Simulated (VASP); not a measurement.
# NbCd3 in VASP: further runs

Runs on NbCd3. Level: LDA. Tasks: electric field gradients.

All numbers are computed with VASP 6.6.1; they aren't measurements. Logs are shortened: lines on timing, memory, paths and dates and some standing lists are left out, and cuts for length are marked.

## 1. The cell of the first run

The structure is tetragonal, space group P4/mmm (No. 123). The conventional cell has a = 4.131 Å, b = 4.131 Å, c = 4.215 Å, α = 90.00°, β = 90.00°, γ = 90.00°. Nb (site symmetry 4/mmm) has 12 Cd at 2.92 to 2.95 Å within 3.8 Å. Cd (site symmetry mmm) has 8 Cd at 2.92 to 2.95 Å and 4 Nb at 2.95 Å within 3.8 Å. Cd (site symmetry 4/mmm) has 4 Nb at 2.92 Å and 8 Cd at 2.95 Å within 3.8 Å.

## 2. Electric field gradients, LDA (equal xx and yy strain of -2 %)

File INCAR:

```
SYSTEM = NbCd3
PREC = Accurate
ENCUT = 520
EDIFF = 1E-8
ISMEAR = -1
SIGMA = 0.08
LREAL = .False.
LASPH = .True.
NELM = 60
ALGO = Normal
ISIF = 2
LWAVE = .False.
LCHARG = .False.
LEFG = .True.
NBANDS = 32
```

File KPOINTS:

```
Automatic mesh
0
Gamma
  9 9 9
  0 0 0
```

File POSCAR:

```
NbCd3
1.0
    4.1307000000      0.0000000000      0.0000000000
    0.0000000000      4.1307000000      0.0000000000
    0.0000000000      0.0000000000      4.2150000000
Nb Cd
1 3
Direct
    0.0000000000      0.0000000000      0.0000000000
    0.0000000000      0.5000000000      0.5000000000
    0.5000000000      0.0000000000      0.5000000000
    0.5000000000      0.5000000000      0.0000000000
```

Potentials or basis: VASP PAW LDA potentials, release 64 (Nb_sv, Cd).

The run is started by

```bash
$ cat potpaw_LDA.64/Nb_sv/POTCAR potpaw_LDA.64/Cd/POTCAR > POTCAR
$ mpirun -np 1 vasp_std > vasp.out
```

OUTCAR:

```text
SYSTEM = NbCd3
   PREC = Accurate
   ENCUT = 520
   EDIFF = 1E-8
   ISMEAR = -1
   LREAL = .False.
   LASPH = .True.
   NELM = 60
   ISIF = 2

 ion  position               nearest neighbor table
   1  0.000  0.000  0.000-   4 2.92   4 2.92   4 2.92   4 2.92   3 2.95   2 2.95   3 2.95   2 2.95
                             3 2.95   2 2.95   3 2.95   2 2.95
   2  0.000  0.500  0.500-   3 2.92   3 2.92   3 2.92   3 2.92   4 2.95   1 2.95   1 2.95   1 2.95
                             4 2.95   4 2.95   4 2.95   1 2.95
   3  0.500  0.000  0.500-   2 2.92   2 2.92   2 2.92   2 2.92   4 2.95   1 2.95   4 2.95   4 2.95
                             1 2.95   4 2.95   1 2.95   1 2.95
   4  0.500  0.500  0.000-   1 2.92   1 2.92   1 2.92   1 2.92   3 2.95   2 2.95   3 2.95   3 2.95
                             3 2.95   2 2.95   2 2.95   2 2.95

  LATTYP: Found a simple tetragonal cell.
 ALAT       =     4.1307000000
 C/A-ratio  =     1.0204081633

  Lattice vectors:

 A1 = (   4.1307000000,   0.0000000000,   0.0000000000)
 A2 = (   0.0000000000,   4.1307000000,   0.0000000000)
 A3 = (   0.0000000000,   0.0000000000,   4.2150000000)

Analysis of symmetry for initial positions (statically):
=====================================================================
 Subroutine PRICEL returns:
 Original cell was already a primitive cell.

 Routine SETGRP: Setting up the symmetry group for a
 simple tetragonal supercell.

 Subroutine GETGRP returns: Found 16 space group operations
 (whereof 16 operations were pure point group operations)
 out of a pool of 16 trial point group operations.

The static configuration has the point symmetry D_4h.

Analysis of symmetry for dynamics (positions and initial velocities):
=====================================================================
 Subroutine PRICEL returns:
 Original cell was already a primitive cell.

 Routine SETGRP: Setting up the symmetry group for a
 simple tetragonal supercell.

 Subroutine GETGRP returns: Found 16 space group operations
 (whereof 16 operations were pure point group operations)
 out of a pool of 16 trial point group operations.

The dynamic configuration has the point symmetry D_4h.

 Subroutine INISYM returns: Found 16 space group operations
 (whereof 16 operations are pure point group operations),
 and found     1 'primitive' translations

----------------------------------------------------------------------------------------

                                     Primitive cell

  volume of cell :      71.9192

  direct lattice vectors                    reciprocal lattice vectors
     4.130700000  0.000000000  0.000000000     0.242089718  0.000000000  0.000000000
     0.000000000  4.130700000  0.000000000     0.000000000  0.242089718  0.000000000
     0.000000000  0.000000000  4.215000000     0.000000000  0.000000000  0.237247924

  length of vectors
     4.130700000  4.130700000  4.215000000     0.242089718  0.242089718  0.237247924

  position of ions in fractional coordinates (direct lattice)
     0.000000000  0.000000000  0.000000000
     0.000000000  0.500000000  0.500000000
     0.500000000  0.000000000  0.500000000
     0.500000000  0.500000000  0.000000000

  ion indices of the primitive-cell ions
   primitive index   ion index
                 1           1
                 2           2
                 3           3
                 4           4

----------------------------------------------------------------------------------------

 KPOINTS: Automatic mesh

Automatic generation of k-mesh.
 Grid dimensions read from file:
 generate k-points for:    9    9    9

[... 46 lines left out ...]
   number of dos      NEDOS =    301   number of ions     NIONS =      4
   total plane-waves  NPLWV =  32768
   dimension x,y,z NGX =    32 NGY =   32 NGZ =   32
   dimension x,y,z NGXF=    64 NGYF=   64 NGZF=   64
   ions per type =               1   3
   NGX,Y,Z   is equivalent  to a cutoff of  12.88, 12.88, 12.62 a.u.
   NGXF,Y,Z  is equivalent  to a cutoff of  25.76, 25.76, 25.24 a.u.
 SYSTEM =  NbCd3
   PREC   = accura    normal or accurate (medium, high low for compatibility)
   ISTART =      0    job   : 0-new  1-cont  2-samecut
   ICHARG =      2    charge: 1-file 2-atom 10-const
   ISPIN  =      1    spin polarized calculation?
   LNONCOLLINEAR =      F non collinear calculations
   LSORBIT =      F    spin-orbit coupling
   LASPH  =      T    aspherical Exc in radial PAW
   ENCUT  =  520.0 eV  38.22 Ry    6.18 a.u.   7.68  7.68  7.84*2*pi/ulx,y,z
   NELM   =     60;   NELMIN=  2; NELMDL= -5     # of ELM steps
   EDIFF  = 0.1E-07   stopping-criterion for ELM
   LREAL  =      F    real-space projection
   EDIFFG = 0.1E-06   stopping-criterion for IOM
   NSW    =      0    number of steps for IOM
   IBRION =     -1    ionic relax: 0-MD 1-quasi-New 2-CG
   NFREE  =      0    steps in history (QN), initial steepest desc. (CG)
   ISIF   =      2    stress and relaxation
   ISYM   =      2    0-nonsym 1-usesym 2-fastsym
   POTIM  = 0.5000    time-step for ionic-motion
   TEBEG  =    0.0;   TEEND  =   0.0 temperature during run
   PSTRESS=    0.0 pullay stress
   NELECT =      49.0000    total number of electrons
   NUPDOWN=      -1.0000    fix difference up-down
   EMIN   =  10.00;   EMAX   =-10.00  energy-range for DOS
   EFERMI =   0.00;   METHOD = LEGACY
   ISMEAR =    -1;   SIGMA  =   0.08  broadening in eV -4-tet -1-fermi 0-gaus
   EFERMI_NEDOS =   21; number of points for ismear=-14 and -15
   IALGO  =     38    algorithm
   IMIX   =      4    mixing-type and parameters
     AMIX     =   0.40;   BMIX     =  1.00
     AMIX_MAG =   1.60;   BMIX_MAG =  1.00
  volume/ion in A,a.u.               =      17.98       121.33
  Fermi-wavevector in a.u.,A,eV,Ry     =   1.440540  2.722225 28.234192  2.075155
  Thomas-Fermi vector in A             =   2.559272
   LORBIT       =      0    0 simple, 1 ext, 2 COOP (PROOUT), +10 PAW based schemes
   GGA     = CA    functional components
   LHFCALC =     F    Hartree Fock is set to
   AEXX    =    0.0000 exact exchange contribution
   IVDW    =     0    specifies the selected vdW correction
   LEPSILON=     F    determine dielectric tensor
   LRPA    =     F    only Hartree local field effects (RPA)
 non-spin polarized calculation
  energy-cutoff  :      520.00
  volume of cell :       71.92
 maximum number of plane-waves:      1956
 NGX is ok and might be reduce to    32
   NGX = 15   NGY = 15   NGZ = 15

 number of electron      49.0000014 magnetization

 Free energy of the ion-electron system (eV)
  ---------------------------------------------------
  ext. energy  EPLUGINS =         0.00000000
  ---------------------------------------------------
  free energy    TOTEN  =       -15.48157915 eV

  energy without entropy =      -15.45133820  energy(sigma->0) =      -15.46645868

 E-fermi :   5.4373     XC(G=0): -12.4822

 val. band max:        5.4313890248   @ k =   0.3333   0.3333   0.0000
 cond. band min:       5.4812294536   @ k =   0.0000   0.0000   0.1111
 fundamental gap:      0.0498404289
 Fermi energy:         5.4373413096

 k-point     1 :       0.0000    0.0000    0.0000
  band No.  band energies     occupation
      1     -49.0663      2.00000
      2     -25.3194      2.00000
      3     -25.3001      2.00000
      4     -25.3001      2.00000
      5      -4.4785      2.00000
      6      -4.2339      2.00000
[... 829 lines left out ...]
     31      11.9546      0.00000
     32      12.9815      0.00000

 [... further k-points ...]

------------------------ aborting loop because EDIFF is reached ----------------------------------------

  FORCE on cell =-STRESS in cart. coord.  units (eV):
  Direction    XX          YY          ZZ          XY          YZ          ZX
  --------------------------------------------------------------------------------------
  -------------------------------------------------------------------------------------
  Total        1.8270785      1.8270785      1.0070192      0.0000000      0.0000000      0.0000000
  in kB       40.7026694     40.7026694     22.4338321      0.0000000      0.0000000      0.0000000
  external PRESSURE =      34.6130570 kB  Pullay stress =       0.0000000 kB

 VOLUME and BASIS-vectors are now :
 -----------------------------------------------------------------------------
  energy-cutoff  :      520.00
  volume of cell :       71.92
      direct lattice vectors                 reciprocal lattice vectors
     4.130700000  0.000000000  0.000000000     0.242089718  0.000000000  0.000000000
     0.000000000  4.130700000  0.000000000     0.000000000  0.242089718  0.000000000
     0.000000000  0.000000000  4.215000000     0.000000000  0.000000000  0.237247924

 POSITION                                       TOTAL-FORCE (eV/Angst)
 -----------------------------------------------------------------------------------
      0.00000      0.00000      0.00000         0.000000      0.000000      0.000000
      0.00000      2.06535      2.10750         0.000000      0.000000      0.000000
      2.06535      0.00000      2.10750         0.000000      0.000000      0.000000
      2.06535      2.06535      0.00000         0.000000      0.000000      0.000000
 -----------------------------------------------------------------------------------
    total drift:                                0.000000     -0.000000     -0.000000

  FREE ENERGIE OF THE ION-ELECTRON SYSTEM (eV)
  ---------------------------------------------------
  free  energy   TOTEN  =       -15.4815791489 eV

  energy  without entropy=      -15.4513382049  energy(sigma->0) =      -15.46645868

 Electric field gradients (V/A^2)
---------------------------------------------------------------------
 ion       V_xx      V_yy      V_zz      V_xy      V_xz      V_yz
---------------------------------------------------------------------
   1      -4.468    -4.468     8.936     0.000     0.000     0.000
   2     117.438   -58.145   -59.293     0.000     0.000     0.000
   3     -58.145   117.438   -59.293     0.000    -0.000     0.000
   4     -59.339   -59.339   118.679    -0.000    -0.000     0.000
---------------------------------------------------------------------

 Electric field gradients after diagonalization (V/A^2)
 (convention: |V_zz| > |V_xx| > |V_yy|)
----------------------------------------------------------------------
 ion       V_xx      V_yy      V_zz     asymmetry (V_yy - V_xx)/ V_zz
----------------------------------------------------------------------
   1      -4.468    -4.468     8.936       0.000
   2     -59.293   -58.145   117.438       0.010
   3     -59.293   -58.145   117.438       0.010
   4     -59.339   -59.339   118.679       0.000
----------------------------------------------------------------------

           NMR quadrupolar parameters

 Cq : quadrupolar parameter    Cq=e*Q*V_zz/h
 eta: asymmetry parameters     (V_yy - V_xx)/ V_zz
 Q  : nuclear electric quadrupole moment in mb (millibarn)
----------------------------------------------------------------------
 ion       Cq(MHz)       eta       Q (mb)
----------------------------------------------------------------------
   1       0.022       0.000       1.000
   2       0.284       0.010       1.000
   3       0.284       0.010       1.000
   4       0.287       0.000       1.000
----------------------------------------------------------------------
```

It took 2.3 min on 1 thread of Intel Xeon Platinum 8259CL at 2.50GHz (Skylake/Cascade Lake), shared host; peak memory 0.26 GiB.

What came out:

```
Free energy                             : -15.4816 eV
Pressure                                : 3.5 GPa
Band gap on the k mesh                  : zero (an odd number of electrons rules out a gap without spin polarisation)
Largest electric field gradient by atom : Nb +8.9; Cd +117.4, +118.7 (each value once) V/Å²
```

Levels at points of the mesh, in eV from the Fermi level:
| k point | band 20 | band 21 | band 22 | band 23 | band 24 | band 25 | band 26 | band 27 | band 28 | band 29 |
| --- | --- | --- | --- | --- | --- | --- | --- | --- | --- | --- |
| (0.00, 0.00, 0.00) | -7.50 | -1.01 | -0.85 | -0.03 | 0.28 | 0.28 | 1.36 | 1.36 | 1.44 | 5.78 |

Electric field gradients, principal values (V/Å²):
```
atom    least   middle  greatest (by size)
1 Nb   -4.468   -4.468               8.936
2 Cd  -58.145  -59.293             117.438
3 Cd  -58.145  -59.293             117.438
4 Cd  -59.339  -59.339             118.679
```

Caveat: the cell differs from its parent crystal (equal xx and yy strain of -2 %); the cell stands under pressure; without QUAD_EFG the Cq values of the log hold for a quadrupole moment of 1 mb, not for the nuclei.

## 3. Electric field gradients, LDA (equal xy, yz and zx shear strains of +1 %)

File INCAR:

```
ALGO = Normal ; EDIFF = 1E-8
ENCUT = 520 ; ISIF = 2
ISMEAR = -1 ; LASPH = True
LCHARG = False ; LEFG = True
LREAL = False ; LWAVE = False
NBANDS = 32 ; NELM = 100
PREC = Accurate ; SIGMA = 0.08
```

File KPOINTS:

```
k-points
0
Gamma
  9 9 9
```

File POSCAR:

```
NbCd3
1.0
    4.2150000000      0.0210750000      0.0210750000
    0.0210750000      4.2150000000      0.0210750000
    0.0210750000      0.0210750000      4.2150000000
Nb Cd
1 3
Direct
    0.0000000000      0.0000000000      0.0000000000
    0.0000000000      0.5000000000      0.5000000000
    0.5000000000      0.0000000000      0.5000000000
    0.5000000000      0.5000000000      0.0000000000
```

Potentials or basis: VASP PAW LDA potentials, release 64 (Nb_sv, Cd).

The run is started by

```bash
$ cat potpaw_LDA.64/Nb_sv/POTCAR potpaw_LDA.64/Cd/POTCAR > POTCAR
$ mpirun -np 1 vasp_std > vasp.out
```

OUTCAR:

```text
EDIFF = 1E-8
   ENCUT = 520
   ISIF = 2
   ISMEAR = -1
   LASPH = True
   LREAL = False
   NELM = 100
   PREC = Accurate

 ion  position               nearest neighbor table
   1  0.000  0.000  0.000-   2 2.97   3 2.97   2 2.97   4 2.97   3 2.97   4 2.97   2 3.00   2 3.00
                             3 3.00   3 3.00   4 3.00   4 3.00
   2  0.000  0.500  0.500-   1 2.97   4 2.97   1 2.97   3 2.97   3 2.97   4 2.97   1 3.00   1 3.00
                             4 3.00   4 3.00   3 3.00   3 3.00
   3  0.500  0.000  0.500-   1 2.97   4 2.97   2 2.97   4 2.97   1 2.97   2 2.97   4 3.00   1 3.00
                             4 3.00   1 3.00   2 3.00   2 3.00
   4  0.500  0.500  0.000-   2 2.97   3 2.97   1 2.97   3 2.97   1 2.97   2 2.97   3 3.00   2 3.00
                             3 3.00   2 3.00   1 3.00   1 3.00

  LATTYP: Found a trigonal (rhomboedric) cell.
 ALAT       =     4.2151053737
 COS(alpha) =     0.0100244988

  Lattice vectors:

 A1 = (   4.2150000000,   0.0210750000,   0.0210750000)
 A2 = (   0.0210750000,   4.2150000000,   0.0210750000)
 A3 = (   0.0210750000,   0.0210750000,   4.2150000000)

Analysis of symmetry for initial positions (statically):
=====================================================================
 Subroutine PRICEL returns:
 Original cell was already a primitive cell.

 Routine SETGRP: Setting up the symmetry group for a
 trigonal (rhombohedral) supercell.

 Subroutine GETGRP returns: Found 12 space group operations
 (whereof 12 operations were pure point group operations)
 out of a pool of 12 trial point group operations.

The static configuration has the point symmetry D_3d.

Analysis of symmetry for dynamics (positions and initial velocities):
=====================================================================
 Subroutine PRICEL returns:
 Original cell was already a primitive cell.

[... 1012 lines left out ...]
  -------------------------------------------------------------------------------------
  Total       -0.7699819     -0.7699819     -0.7699819     -0.3473200     -0.3473200     -0.3473200
  in kB      -16.4752056    -16.4752056    -16.4752056     -7.4315625     -7.4315625     -7.4315625
  external PRESSURE =     -16.4752056 kB  Pullay stress =       0.0000000 kB

 VOLUME and BASIS-vectors are now :
 -----------------------------------------------------------------------------
  energy-cutoff  :      520.00
  volume of cell :       74.88
      direct lattice vectors                 reciprocal lattice vectors
     4.215000000  0.021075000  0.021075000     0.237259728 -0.001180397 -0.001180397
     0.021075000  4.215000000  0.021075000    -0.001180397  0.237259728 -0.001180397
     0.021075000  0.021075000  4.215000000    -0.001180397 -0.001180397  0.237259728

 POSITION                                       TOTAL-FORCE (eV/Angst)
 -----------------------------------------------------------------------------------
      0.00000      0.00000      0.00000         0.000000      0.000000      0.000000
      0.02107      2.11804      2.11804        -0.000000     -0.000000      0.000000
      2.11804      0.02107      2.11804         0.000000      0.000000      0.000000
      2.11804      2.11804      0.02107         0.000000     -0.000000      0.000000
 -----------------------------------------------------------------------------------
    total drift:                                0.000000     -0.000000     -0.000000

  FREE ENERGIE OF THE ION-ELECTRON SYSTEM (eV)
  ---------------------------------------------------
  free  energy   TOTEN  =       -15.4966877199 eV

  energy  without entropy=      -15.4636009317  energy(sigma->0) =      -15.48014433

 Electric field gradients (V/A^2)
---------------------------------------------------------------------
 ion       V_xx      V_yy      V_zz      V_xy      V_xz      V_yz
---------------------------------------------------------------------
   1       0.000     0.000     0.000     5.098     5.098     5.098
   2     112.799   -56.400   -56.400     1.999     1.999     5.506
   3     -56.400   112.799   -56.400     1.999     5.506     1.999
   4     -56.400   -56.400   112.799     5.506     1.999     1.999
---------------------------------------------------------------------

 Electric field gradients after diagonalization (V/A^2)
 (convention: |V_zz| > |V_xx| > |V_yy|)
----------------------------------------------------------------------
 ion       V_xx      V_yy      V_zz     asymmetry (V_yy - V_xx)/ V_zz
----------------------------------------------------------------------
   1      -5.098    -5.098    10.197       0.000
   2     -61.906   -50.942   112.848       0.097
   3     -61.906   -50.942   112.848       0.097
   4     -61.906   -50.942   112.848       0.097
----------------------------------------------------------------------

           NMR quadrupolar parameters

 Cq : quadrupolar parameter    Cq=e*Q*V_zz/h
 eta: asymmetry parameters     (V_yy - V_xx)/ V_zz
 Q  : nuclear electric quadrupole moment in mb (millibarn)
----------------------------------------------------------------------
 ion       Cq(MHz)       eta       Q (mb)
----------------------------------------------------------------------
   1       0.025       0.000       1.000
   2       0.273       0.097       1.000
   3       0.273       0.097       1.000
   4       0.273       0.097       1.000
----------------------------------------------------------------------
```

Run time: 2.6 min. Hardware: 1 thread of Intel Xeon Platinum 8259CL at 2.50GHz (Skylake/Cascade Lake), shared host; peak memory 0.28 GiB.

Results:

| Property | Result |
| --- | --- |
| Free energy | -15.4967 eV |
| Pressure | -1.6 GPa |
| Band gap on the k mesh | zero (an odd number of electrons rules out a gap without spin polarisation) |
| Largest electric field gradient by atom | Nb +10.2; Cd +112.8 V/Å² |

Stress tensor (GPa, compression positive):
```
-1.65 -0.74 -0.74
-0.74 -1.65 -0.74
-0.74 -0.74 -1.65
```

Levels at points of the mesh, in eV from the Fermi level:
| k point | band 20 | band 21 | band 22 | band 23 | band 24 | band 25 | band 26 | band 27 | band 28 | band 29 |
| --- | --- | --- | --- | --- | --- | --- | --- | --- | --- | --- |
| (0.00, 0.00, 0.00) | -7.51 | -0.94 | -0.94 | 0.16 | 0.22 | 0.22 | 1.29 | 1.29 | 1.30 | 5.60 |

Electric field gradients, principal values (V/Å²):
```tsv
atom	least	middle	greatest (by size)
1 Nb	-5.098	-5.098	10.197
2 Cd	-50.942	-61.906	112.848
3 Cd	-50.942	-61.906	112.848
4 Cd	-50.942	-61.906	112.848
```

Caveat: the cell differs from its parent crystal (equal xy, yz and zx shear strains of +1 %); without QUAD_EFG the Cq values of the log hold for a quadrupole moment of 1 mb, not for the nuclei.

(Continued in part 2 of 2.)

The gap in the log of VASP goes by the Fermi energy; the results here count the filled bands.